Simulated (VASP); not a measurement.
# Mg2ZnO3 (P-3m1) in VASP: further runs

Aim: see how the results for Mg2ZnO3 move with the level of theory and the settings. Levels: LDA, PBEsol. Tasks: single point.

Program: VASP 6.6.1. These are calculated values, not measurements. Logs are shortened: lines on timing, memory, paths and dates and some standing lists are left out, and cuts for length are marked.

## 1. The cell of the first run

It takes space group P-3m1 (No. 164, trigonal). Conventional cell: a = 2.959 Å, b = 2.959 Å, c = 7.212 Å, α = 90.00°, β = 90.00°, γ = 120.00°. Within 2.7 Å of Mg (site symmetry 3m) lie 6 O at 2.07 to 2.09 Å. Zn (site symmetry -3m) has 6 O at 2.11 Å within 2.8 Å. Within 2.7 Å of O (site symmetry 3m) lie 3 Mg at 2.07 Å and 3 Zn at 2.11 Å. Within 2.8 Å of O (site symmetry -3m) lie 6 Mg at 2.09 Å.

## 2. Single point, LDA

The input, INCAR:

```
PREC = Accurate ; ENCUT = 520
EDIFF = 1E-6 ; ISMEAR = -1
SIGMA = 0.02 ; LREAL = F
LASPH = T ; NELM = 60
ALGO = Normal ; ISIF = 2
LWAVE = F ; LCHARG = F
NBANDS = 26
```

The input, KPOINTS:

```
Automatic mesh
0
Gamma
  12 12 4
```

The input, POSCAR:

```
Mg2ZnO3
1.0
    2.9590177570      0.0000000000      0.0000000000
   -1.4795088785      2.5625845478      0.0000000000
    0.0000000000      0.0000000000      7.2121237794
Mg Zn O
2 1 3
Direct
    0.3333333333      0.6666666667      0.6662423442
    0.6666666667      0.3333333333      0.3337576558
    0.0000000000      0.0000000000      0.0000000000
    0.3333333333      0.6666666667      0.1711708579
    0.6666666667      0.3333333333      0.8288291421
    0.0000000000      0.0000000000      0.5000000000
```

Potentials or basis: VASP PAW LDA potentials, release 64 (Mg, Zn, O).

On the command line:

```bash
$ cat potpaw_LDA.64/Mg/POTCAR potpaw_LDA.64/Zn/POTCAR potpaw_LDA.64/O/POTCAR > POTCAR
$ mpirun -np 1 vasp_std > vasp.out
```

OUTCAR:

```text
PREC = Accurate
   ENCUT = 520
   EDIFF = 1E-6
   ISMEAR = -1
   LREAL = F
   LASPH = T
   NELM = 60
   ISIF = 2

 ion  position               nearest neighbor table
   1  0.333  0.667  0.666-   5 2.07   5 2.07   5 2.07   6 2.09   6 2.09   6 2.09   2 2.94   2 2.94
                             2 2.94   3 2.95   3 2.95   3 2.95
   2  0.667  0.333  0.334-   4 2.07   4 2.07   4 2.07   6 2.09   6 2.09   6 2.09   1 2.94   1 2.94
                             1 2.94   3 2.95   3 2.95   3 2.95
   3  0.000  0.000  0.000-   4 2.11   5 2.11   4 2.11   5 2.11   5 2.11   4 2.11   1 2.95   2 2.95
                             1 2.95   2 2.95   1 2.95   2 2.95
   4  0.333  0.667  0.171-   2 2.07   2 2.07   2 2.07   3 2.11   3 2.11   3 2.11
   5  0.667  0.333  0.829-   1 2.07   1 2.07   1 2.07   3 2.11   3 2.11   3 2.11
   6  0.000  0.000  0.500-   1 2.09   2 2.09   1 2.09   2 2.09   2 2.09   1 2.09

  LATTYP: Found a hexagonal cell.
 ALAT       =     2.9590177570
 C/A-ratio  =     2.4373371070

  Lattice vectors:

 A1 = (   2.9590177570,   0.0000000000,   0.0000000000)
 A2 = (  -1.4795088785,   2.5625845478,   0.0000000000)
 A3 = (   0.0000000000,   0.0000000000,   7.2121237794)

Analysis of symmetry for initial positions (statically):
=====================================================================
 Subroutine PRICEL returns:
 Original cell was already a primitive cell.

 Routine SETGRP: Setting up the symmetry group for a
 hexagonal supercell.

 Subroutine GETGRP returns: Found 12 space group operations
 (whereof 12 operations were pure point group operations)
 out of a pool of 24 trial point group operations.

The static configuration has the point symmetry D_3d.

Analysis of symmetry for dynamics (positions and initial velocities):
=====================================================================
 Subroutine PRICEL returns:
 Original cell was already a primitive cell.

 Routine SETGRP: Setting up the symmetry group for a
 hexagonal supercell.

 Subroutine GETGRP returns: Found 12 space group operations
 (whereof 12 operations were pure point group operations)
 out of a pool of 24 trial point group operations.

The dynamic configuration has the point symmetry D_3d.

 Subroutine INISYM returns: Found 12 space group operations
 (whereof 12 operations are pure point group operations),
 and found     1 'primitive' translations

----------------------------------------------------------------------------------------

                                     Primitive cell

  volume of cell :      54.6876

  direct lattice vectors                    reciprocal lattice vectors
     2.959017757  0.000000000  0.000000000     0.337949983  0.195115514  0.000000000
    -1.479508878  2.562584548  0.000000000     0.000000000  0.390231027  0.000000000
     0.000000000  0.000000000  7.212123779     0.000000000  0.000000000  0.138655413

  length of vectors
     2.959017757  2.959017757  7.212123779     0.390231027  0.390231027  0.138655413

  position of ions in fractional coordinates (direct lattice)
     0.333333333  0.666666667  0.666242344
     0.666666667  0.333333333  0.333757656
     0.000000000  0.000000000  0.000000000
     0.333333333  0.666666667  0.171170858
     0.666666667  0.333333333  0.828829142
     0.000000000  0.000000000  0.500000000

  ion indices of the primitive-cell ions
   primitive index   ion index
                 1           1
                 2           2
                 3           3
                 4           4
                 5           5
                 6           6

----------------------------------------------------------------------------------------

 KPOINTS: Automatic mesh

Automatic generation of k-mesh.
 Grid dimensions read from file:
 generate k-points for:   12   12    4

 Generating k-lattice:

  Cartesian coordinates                     Fractional coordinates (reciprocal lattice)
     0.028162499  0.016259626  0.000000000     0.083333333 -0.000000000  0.000000000
     0.000000000  0.032519252  0.000000000     0.000000000  0.083333333  0.000000000
     0.000000000  0.000000000  0.034663853     0.000000000  0.000000000  0.250000000

  Length of vectors
     0.032519252  0.032519252  0.034663853

  Shift w.r.t. Gamma in fractional coordinates (k-lattice)
     0.000000000  0.000000000  0.000000000

 Subroutine IBZKPT returns following result:
 ===========================================

 Found     69 irreducible k-points:

 Following reciprocal coordinates:
            Coordinates               Weight
  0.000000  0.000000  0.000000      1.000000
  0.083333 -0.000000  0.000000      6.000000
  0.166667  0.000000  0.000000      6.000000
  0.250000  0.000000  0.000000      6.000000
  0.333333  0.000000  0.000000      6.000000
  0.416667  0.000000  0.000000      6.000000
[... 16 lines left out ...]
  0.166667  0.000000  0.250000      6.000000
  0.000000  0.166667  0.250000      6.000000
 [... further k-points ...]
   k-points           NKPTS =     69   k-points in BZ     NKDIM =     69   number of bands    NBANDS=     26
   number of dos      NEDOS =    301   number of ions     NIONS =      6
   total plane-waves  NPLWV =  31104
   dimension x,y,z NGX =    24 NGY =   24 NGZ =   54
   dimension x,y,z NGXF=    48 NGYF=   48 NGZF=  108
   ions per type =               2   1   3
   NGX,Y,Z   is equivalent  to a cutoff of  13.48, 13.48, 12.45 a.u.
   NGXF,Y,Z  is equivalent  to a cutoff of  26.97, 26.97, 24.89 a.u.
 SYSTEM =  unknown system
   PREC   = accura    normal or accurate (medium, high low for compatibility)
   ISTART =      0    job   : 0-new  1-cont  2-samecut
   ICHARG =      2    charge: 1-file 2-atom 10-const
   ISPIN  =      1    spin polarized calculation?
   LNONCOLLINEAR =      F non collinear calculations
   LSORBIT =      F    spin-orbit coupling
   LASPH  =      T    aspherical Exc in radial PAW
   ENCUT  =  520.0 eV  38.22 Ry    6.18 a.u.   5.50  5.50 13.41*2*pi/ulx,y,z
   NELM   =     60;   NELMIN=  2; NELMDL= -5     # of ELM steps
   EDIFF  = 0.1E-05   stopping-criterion for ELM
   LREAL  =      F    real-space projection
   EDIFFG = 0.1E-04   stopping-criterion for IOM
   NSW    =      0    number of steps for IOM
   IBRION =     -1    ionic relax: 0-MD 1-quasi-New 2-CG
   NFREE  =      0    steps in history (QN), initial steepest desc. (CG)
   ISIF   =      2    stress and relaxation
   ISYM   =      2    0-nonsym 1-usesym 2-fastsym
   POTIM  = 0.5000    time-step for ionic-motion
   TEBEG  =    0.0;   TEEND  =   0.0 temperature during run
   PSTRESS=    0.0 pullay stress
   NELECT =      34.0000    total number of electrons
   NUPDOWN=      -1.0000    fix difference up-down
   EMIN   =  10.00;   EMAX   =-10.00  energy-range for DOS
   EFERMI =   0.00;   METHOD = LEGACY
   ISMEAR =    -1;   SIGMA  =   0.02  broadening in eV -4-tet -1-fermi 0-gaus
   EFERMI_NEDOS =   21; number of points for ismear=-14 and -15
   IALGO  =     38    algorithm
   IMIX   =      4    mixing-type and parameters
     AMIX     =   0.40;   BMIX     =  1.00
     AMIX_MAG =   1.60;   BMIX_MAG =  1.00
  volume/ion in A,a.u.               =       9.11        61.51
  Fermi-wavevector in a.u.,A,eV,Ry     =   1.397242  2.640404 26.562435  1.952284
  Thomas-Fermi vector in A             =   2.520517
   LORBIT       =      0    0 simple, 1 ext, 2 COOP (PROOUT), +10 PAW based schemes
   GGA     = CA    functional components
   LHFCALC =     F    Hartree Fock is set to
   AEXX    =    0.0000 exact exchange contribution
   IVDW    =     0    specifies the selected vdW correction
   LEPSILON=     F    determine dielectric tensor
   LRPA    =     F    only Hartree local field effects (RPA)
 non-spin polarized calculation
  energy-cutoff  :      520.00
  volume of cell :       54.69
 maximum number of plane-waves:      1515
 NGX is ok and might be reduce to    24
   NGX = 11   NGY = 11   NGZ = 27

 number of electron      33.9999996 magnetization

 Free energy of the ion-electron system (eV)
  ---------------------------------------------------
  ext. energy  EPLUGINS =         0.00000000
  ---------------------------------------------------
  free energy    TOTEN  =       -37.35103919 eV

  energy without entropy =      -37.35103919  energy(sigma->0) =      -37.35103919

 E-fermi :   3.5802     XC(G=0): -12.2125

 val. band max:        3.2023647620   @ k =   0.0000   0.0000   0.5000
 cond. band min:       6.5725177149   @ k =   0.0000   0.0000   0.0000
 fundamental gap:      3.3701529529
 Fermi energy:         3.5802254401

 k-point     1 :       0.0000    0.0000    0.0000
  band No.  band energies     occupation
      1     -14.6687      2.00000
      2     -13.6607      2.00000
      3     -13.4359      2.00000
      4      -2.7348      2.00000
      5      -1.7547      2.00000
      6      -1.7547      2.00000
[... 18 lines left out ...]
     25      18.8816      0.00000
     26      18.8816      0.00000

 k-point     2 :       0.0833   -0.0000    0.0000
  band No.  band energies     occupation
      1     -14.5940      2.00000
      2     -13.6209      2.00000
      3     -13.3913      2.00000
      4      -2.6585      2.00000
      5      -1.9004      2.00000
      6      -1.7275      2.00000
[... 18 lines left out ...]
     25      18.0894      0.00000
     26      18.9478      0.00000

 k-point     3 :       0.1667    0.0000    0.0000
  band No.  band energies     occupation
      1     -14.3810      2.00000
      2     -13.5105      2.00000
      3     -13.2675      2.00000
      4      -2.4540      2.00000
      5      -2.1197      2.00000
      6      -1.6638      2.00000
[... 18 lines left out ...]
     25      17.4717      0.00000
     26      18.2222      0.00000

 k-point     4 :       0.2500    0.0000    0.0000
  band No.  band energies     occupation
      1     -14.0629      2.00000
      2     -13.3573      2.00000
      3     -13.0953      2.00000
      4      -2.3603      2.00000
      5      -2.1149      2.00000
      6      -1.6220      2.00000
[... 18 lines left out ...]
     25      16.3693      0.00000
     26      18.2886      0.00000

 k-point     5 :       0.3333    0.0000    0.0000
  band No.  band energies     occupation
      1     -13.6981      2.00000
      2     -13.2068      2.00000
      3     -12.9243      2.00000
      4      -2.5454      2.00000
      5      -2.1605      2.00000
      6      -1.7573      2.00000
[... 18 lines left out ...]
     25      16.0032      0.00000
     26      18.1689      0.00000

 k-point     6 :       0.4167    0.0000    0.0000
  band No.  band energies     occupation
      1     -13.3682      2.00000
      2     -13.1182      2.00000
      3     -12.8077      2.00000
      4      -2.9164      2.00000
      5      -2.1474      2.00000
      6      -1.6923      2.00000
[... 427 lines left out ...]
 k-point    21 :       0.0833   -0.0000    0.2500
  band No.  band energies     occupation
      1     -14.5200      2.00000
      2     -13.8937      2.00000
      3     -13.1831      2.00000
      4      -2.8759      2.00000
      5      -1.8419      2.00000
      6      -1.7279      2.00000
[... 18 lines left out ...]
     25      17.9480      0.00000
     26      19.0976      0.00000

 k-point    22 :       0.0000    0.0833    0.2500
  band No.  band energies     occupation
      1     -14.5202      2.00000
      2     -13.8931      2.00000
      3     -13.1834      2.00000
      4      -2.8745      2.00000
      5      -1.8453      2.00000
      6      -1.7281      2.00000
[... 18 lines left out ...]
     25      17.9552      0.00000
     26      18.9867      0.00000

 k-point    23 :       0.1667    0.0000    0.2500
  band No.  band energies     occupation
      1     -14.3124      2.00000
      2     -13.7449      2.00000
      3     -13.0951      2.00000
      4      -2.6370      2.00000
      5      -1.9965      2.00000
      6      -1.6642      2.00000
[... 18 lines left out ...]
     25      17.9376      0.00000
     26      18.1986      0.00000

 k-point    24 :       0.0000    0.1667    0.2500
  band No.  band energies     occupation
      1     -14.3141      2.00000
      2     -13.7412      2.00000
      3     -13.0971      2.00000
      4      -2.6200      2.00000
      5      -2.0340      2.00000
      6      -1.6646      2.00000
[... 18 lines left out ...]
     25      17.8948      0.00000
     26      18.2318      0.00000

 [... further k-points ...]

------------------------ aborting loop because EDIFF is reached ----------------------------------------

  FORCE on cell =-STRESS in cart. coord.  units (eV):
  Direction    XX          YY          ZZ          XY          YZ          ZX
  --------------------------------------------------------------------------------------
  -------------------------------------------------------------------------------------
  Total       -0.3116349     -0.3116349     -0.3314154      0.0000000     -0.0000000      0.0000000
  in kB       -9.1299349     -9.1299349     -9.7094443      0.0000000     -0.0000000      0.0000000
  external PRESSURE =      -9.3231047 kB  Pullay stress =       0.0000000 kB

 VOLUME and BASIS-vectors are now :
 -----------------------------------------------------------------------------
  energy-cutoff  :      520.00
  volume of cell :       54.69
      direct lattice vectors                 reciprocal lattice vectors
     2.959017757  0.000000000  0.000000000     0.337949983  0.195115514  0.000000000
    -1.479508878  2.562584548  0.000000000     0.000000000  0.390231027  0.000000000
     0.000000000  0.000000000  7.212123779     0.000000000  0.000000000  0.138655413

 POSITION                                       TOTAL-FORCE (eV/Angst)
 -----------------------------------------------------------------------------------
     -0.00000      1.70839      4.80502        -0.000000     -0.000000      0.016973
      1.47951      0.85419      2.40710        -0.000000      0.000000     -0.016973
      0.00000      0.00000      0.00000        -0.000000     -0.000000      0.000000
     -0.00000      1.70839      1.23451        -0.000000     -0.000000      0.091253
      1.47951      0.85419      5.97762         0.000000      0.000000     -0.091253
      0.00000      0.00000      3.60606        -0.000000     -0.000000      0.000000
 -----------------------------------------------------------------------------------
    total drift:                                0.000000     -0.000000      0.000000

  FREE ENERGIE OF THE ION-ELECTRON SYSTEM (eV)
  ---------------------------------------------------
  free  energy   TOTEN  =       -37.3510391857 eV

  energy  without entropy=      -37.3510391857  energy(sigma->0) =      -37.35103919
```

Run time: 47 s. Hardware: 1 thread of Intel Xeon 6975P-C (Granite Rapids), shared host; peak memory 0.21 GiB.

What came out:

```
Free energy            : -37.3510 eV
Pressure               : -0.9 GPa
Largest force          : 0.091 eV/Å
Band gap on the k mesh : 3.37 eV (least direct gap 3.46 eV)
```

Forces on the atoms (eV/Å):
```
Mg   0.000  0.000  0.017
Mg   0.000  0.000 -0.017
Zn   0.000  0.000  0.000
O    0.000  0.000  0.091
O    0.000  0.000 -0.091
O    0.000  0.000  0.000
```

A k mesh can miss the band edges.

## 3. Single point, PBEsol

This run uses another cell than the first one, of 9.47 Å³/atom.

The input, INCAR:

```
SYSTEM = Mg2ZnO3
PREC = Accurate ; ENCUT = 520
EDIFF = 1E-6 ; ISMEAR = -1
SIGMA = 0.02 ; LREAL = .False.
LASPH = .True. ; NELM = 80
ALGO = Normal ; ISIF = 2
LWAVE = .False. ; LCHARG = .True.
GGA = PS ; LELF = .True.
LVHAR = .True. ; NBANDS = 26
```

The input, KPOINTS:

```
regular mesh
0
Gamma
  12 12 4
  0 0 0
```

The input, POSCAR:

```
Mg2ZnO3
1.0
    2.9968557510      0.0000000000      0.0000000000
   -1.4984278755      2.5953532119      0.0000000000
    0.0000000000      0.0000000000      7.3066922548
Mg Zn O
2 1 3
Direct
    0.3333333333      0.6666666667      0.6663172619
    0.6666666667      0.3333333333      0.3336827381
    0.0000000000      0.0000000000      0.0000000000
    0.3333333333      0.6666666667      0.1711951613
    0.6666666667      0.3333333333      0.8288048387
    0.0000000000      0.0000000000      0.5000000000
```

Potentials or basis: VASP PAW PBE potentials, release 64 (Mg, Zn, O).

On the command line:

```bash
$ cat potpaw_PBE.64/Mg/POTCAR potpaw_PBE.64/Zn/POTCAR potpaw_PBE.64/O/POTCAR > POTCAR
$ mpirun -np 1 vasp_std > vasp.out
```

It took 46 s on 1 thread of Intel Xeon 6975P-C (Granite Rapids), shared host; peak memory 0.25 GiB.

It converged, with:

```yaml
Free_energy: -34.5237 eV
Pressure: 0.1 GPa
Largest_force: 0.074 eV/Å
Band_gap_on_the_k_mesh: 3.04 eV (least direct gap 3.13 eV)
```

Forces on the atoms (eV/Å):
```
Mg   0.000  0.000 -0.003
Mg   0.000  0.000  0.003
Zn   0.000  0.000  0.000
O    0.000  0.000  0.074
O    0.000  0.000 -0.074
O    0.000  0.000  0.000
```

Levels at points of the mesh, in eV from the valence-band top:
```csv
k point,band 15,band 16,band 17,band 18,band 19,band 20
"(0.00, 0.00, 0.00)",-0.53,-0.08,-0.08,3.04,6.35,6.70
"(0.50, 0.00, 0.00)",-1.29,-0.73,-0.36,6.66,7.49,8.58
"(0.00, 0.00, 0.50)",-0.80,0.00,0.00,4.16,5.32,6.84
"(0.50, 0.00, 0.50)",-1.46,-0.28,-0.25,6.70,6.89,8.99
```

Caveat: the PAW data sets were made with another functional, which shifts forces and pressure a little. A k mesh can miss the band edges.
